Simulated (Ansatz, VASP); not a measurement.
**One calculation of HfN, two programs**

The input INCAR:

```
  PREC = Accurate
  ENCUT = 520
  EDIFF = 1E-7
  ISMEAR = 0
  SIGMA = 0.15
  LREAL = False
  LASPH = True
  NELM = 80
  ALGO = Normal
  ISIF = 2
  LWAVE = False
  LCHARG = False
  GGA = PE
  NBANDS = 14
```

KPOINTS

```
regular mesh
0
Gamma
  16 16 16
```

POSCAR

```
HfN
1.0
    0.0000000000      2.4329810243      2.2738140414
    2.2738140414      0.0000000000      2.2738140414
    2.2738140414      2.4329810243      0.0000000000
Hf N
1 1
Direct
    0.0013390996     -0.0013390996      0.0013390996
    0.4829361596      0.5170638404      0.4829361596
```

Input for Ansatz:

```yaml
crystal:
  lattice:
    - [0.0, 2.4329810243, 2.2738140414]
    - [2.2738140414, 0.0, 2.2738140414]
    - [2.2738140414, 2.4329810243, 0.0]
  atoms:
    - { symbol: Hf, position: [0.0013390996, -0.0013390996, 0.0013390996] }
    - { symbol: "N", position: [0.4829361596, 0.5170638404, 0.4829361596] }
basis:
  ecutwfc: 520.0
kpoints:
  mp_grid: { grid: [16, 16, 16] }
hamiltonian:
  xc: pbe
  pseudopotentials: { kind: paw, azcp: { folder: soft_1 } }
scf:
  occupations: { method: gaussian, width: 0.15 }
output:
  forces: true
  stress: true
  eigenvalues: true
  write_density: true
  write_potential: true
  elf: true
  volumetric_format: npy
```

Change from the starting cell: mode 5 frozen in at -0.078 Å, normal strain along y +0.0700.

Alike in both runs: task single point; functional PBE; k mesh 16 × 16 × 16; occupations gaussian, width 0.15 eV; no spin polarisation.

|  | VASP | Ansatz |
| --- | --- | --- |
| version | VASP 6.6.1 | Ansatz 0.2.0 |
| potentials or method | VASP PAW PBE potentials, release 64 (Hf_pv, N), cutoff 520 eV | scalar-relativistic, plane waves, PAW |
| valence electrons in the cell | 15 | 31 |

|  | VASP | Ansatz | Ansatz less VASP |
| --- | --- | --- | --- |
| gap on the k mesh at the Fermi level (eV) | none | none | - |
| pressure (GPa) | -14.7 | -12.7 | +2.07 |
| traceless stress, the component that is largest in VASP (GPa) | -11.62 | -11.86 | -0.231 |
| rms of the force components (eV/Å) | 0.213 | 0.211 | -0.0021 |

Atom by atom the forces differ by 0.002 eV/Å (rms over components). A gap of «none» marks a metal or a gap that the smearing closes. With one functional, cell and mesh, what is left measures potentials, basis and numerics. VASP's potentials hold 15 valence electrons a cell and Ansatz's 31, so a difference there can come from the potentials and not from the codes.

Spin-orbit coupling is off throughout.
